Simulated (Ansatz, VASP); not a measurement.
# One calculation of GaN, two programs

File INCAR:

```
PREC = Accurate
ENCUT = 600
EDIFF = 1E-7
ISMEAR = 0
SIGMA = 0.02
LREAL = F
LASPH = T
NELM = 60
ALGO = Normal
ISIF = 3
LWAVE = F
LCHARG = F
GGA = PE
IBRION = 2
NSW = 100
EDIFFG = -0.01
```

Contents of KPOINTS:

```
regular mesh
0
Gamma
  12 12 6
```

File POSCAR:

```
GaN
1.0
    3.2172949642      0.0000000000      0.0000000000
   -1.6086474821      2.7862591704      0.0000000000
    0.0000000000      0.0000000000      5.2396497425
Ga N
2 2
Direct
    0.3333333333      0.6666666667      0.9990623502
    0.6666666667      0.3333333333      0.4990623502
    0.3333333333      0.6666666667      0.3759376498
    0.6666666667      0.3333333333      0.8759376498
```

Input for Ansatz:

```yaml
crystal:
  lattice:
    - [3.2172949642, 0.0, 0.0]
    - [-1.6086474821, 2.7862591704, 0.0]
    - [0.0, 0.0, 5.2396497425]
  atoms:
    - { symbol: Ga, position: [0.3333333333, 0.6666666667, 0.9990623502] }
    - { symbol: Ga, position: [0.6666666667, 0.3333333333, 0.4990623502] }
    - { symbol: "N", position: [0.3333333333, 0.6666666667, 0.3759376498] }
    - { symbol: "N", position: [0.6666666667, 0.3333333333, 0.8759376498] }
basis:
  ecutwfc: 420
kpoints:
  mp_grid: { grid: [12, 12, 6] }
hamiltonian:
  xc: pbe
scf:
  occupations: { method: gaussian, width: 0.02 }
output:
  forces: true
  stress: true
  eigenvalues: true
  write_density: true
  write_potential: true
  elf: true
  volumetric_format: npy
relax:
  adjacent_minimum: "off"
  f_tol: 0.01
  max_steps: 80
  cell: { stress_tol: 0.05 }
```

Alike in both runs: task relaxation of cell and atoms; functional PBE; k mesh 12 × 12 × 6; occupations gaussian, width 0.02 eV; no spin polarisation.

```csv
,VASP,Ansatz
version,VASP 6.6.1,Ansatz 0.2.0
potentials or method,"VASP PAW PBE potentials, release 64 (Ga_d, N), cutoff 600 eV","scalar-relativistic, plane waves, PAW"
valence electrons in the cell,36,36
```

VASP gave:

* gap on the k mesh at the Fermi level, each at its own relaxed structure (eV): 1.72
* relaxed volume (Å³/atom): 11.76
* relaxed cell length with the largest relative difference (Å): 5.242

Q: Estimate Ansatz's values.

A: gap on the k mesh at the Fermi level, each at its own relaxed structure (eV): 1.71; relaxed volume (Å³/atom): 11.76; relaxed cell length with the largest relative difference (Å): 5.243.
